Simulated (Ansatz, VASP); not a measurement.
# Two plane-wave programs on Al4Co3Ni

```
Al Co Ni
1.0
     5.92342    0.00000    0.00000
     0.00000    5.92342    0.00000
     0.00000    0.00000    2.96171
Al Co Ni
4 3 1
Direct
  0.75000 0.75000 0.50000
  0.75000 0.25000 0.50000
  0.25000 0.75000 0.50000
  0.25000 0.25000 0.50000
  0.00000 0.00000 0.00000
  0.00000 0.50000 0.00000
  0.50000 0.00000 0.00000
  0.50000 0.50000 0.00000
```

Alike in both runs: task single point; functional PBE; k mesh 4 × 4 × 6; occupations gaussian, width 0.1 eV; collinear spin.

|  | VASP | Ansatz |
| --- | --- | --- |
| version | VASP 6.6.1 | Ansatz 0.2.0 |
| potentials or method | VASP PAW PBE potentials, release 64 (Al, Co, Ni), cutoff 520 eV | scalar-relativistic, plane waves, PAW |
| valence electrons in the cell | 49 | 81 |

VASP gave:

| Property | Result |
| --- | --- |
| gap on the k mesh at the Fermi level (eV) | none |
| pressure (GPa) | -13.6 |
| traceless stress, the component that is largest in VASP (GPa) | -0.93 |
| rms of the force components (eV/Å) | 0.116 |
| net moment per atom (μB) | 0.04 |
| size of the moment on the site where the two differ most (μB) | 0.50 |

Problem. Which values does Ansatz return?

Solution. gap on the k mesh at the Fermi level (eV): none; pressure (GPa): -13.6; traceless stress, the component that is largest in VASP (GPa): -0.98; rms of the force components (eV/Å): 0.117; net moment per atom (μB): 0.04; size of the moment on the site where the two differ most (μB): 0.53.

Site moments also hang on the region over which each program counts them. Atom by atom the forces differ by 0.001 eV/Å (rms over components). A gap of «none» marks a metal or a gap that the smearing closes. VASP's potentials hold 49 valence electrons a cell and Ansatz's 81, so a difference there can come from the potentials and not from the codes.
